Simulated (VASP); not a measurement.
**CdS: single point with r2SCAN**

CdS:

```
CELL_PARAMETERS angstrom
-0.04762 2.93921 2.93921
2.93921 -0.04762 2.93921
2.89160 2.89160 0.00000
ATOMIC_POSITIONS crystal
Cd 0.99642 0.99642 0.00358
S 0.25358 0.25358 0.24642
```

This cell differs from its parent crystal: shear xy strain -3.2%.

| Quantity | Value |
| --- | --- |
| Program | VASP 6.6.1 |
| Task | single point |
| Functional | r2SCAN |
| Potentials or basis | VASP PAW PBE potentials, release 64 (Cd, S) |
| Cutoff | 520 eV |
| k mesh | 8 × 8 × 8 |
| Occupations | gaussian, width 0.01 eV |
| Spin | no spin polarisation |
| Dipole correction | no |
| Further INCAR settings | ALGO = Normal; EDIFF = 1e-06; NBANDS = 16 |

The pressure is 0.3 GPa. The largest force is 0.004 eV/Å and the band gap on the k mesh is 1.46 eV.

Forces in eV/Å, atoms in the order of the input:
```
Cd   0.000  0.000 -0.004
S    0.000  0.000  0.004
```

Stress tensor (GPa, compression positive):
```
0.28 0.85 0.00
0.85 0.28 0.00
0.00 0.00 0.27
```

Levels at points of the mesh, in eV from the valence-band top:
| k point | band 7 | band 8 | band 9 | band 10 | band 11 | band 12 |
| --- | --- | --- | --- | --- | --- | --- |
| (0.00, 0.00, 0.00) | -0.13 | -0.07 | 0.00 | 1.46 | 6.82 | 7.03 |
| (0.50, 0.00, 0.00) | -4.43 | -0.82 | -0.70 | 3.48 | 7.48 | 7.53 |
| (0.50, 0.50, 0.00) | -3.94 | -2.04 | -1.77 | 3.73 | 4.75 | 9.62 |
| (0.00, 0.00, 0.50) | -4.34 | -0.89 | -0.78 | 3.27 | 7.32 | 7.32 |
| (0.50, 0.00, 0.50) | -3.93 | -1.90 | -1.90 | 3.81 | 4.66 | 9.58 |

Run time: 6.9 min on 1 thread of AMD EPYC 7R13, on a shared host, peak memory 0.2 GiB.

Caveat: the cell differs from its parent crystal (shear xy strain -3.2%); the PAW data sets were made with another functional, which shifts forces and pressure a little.
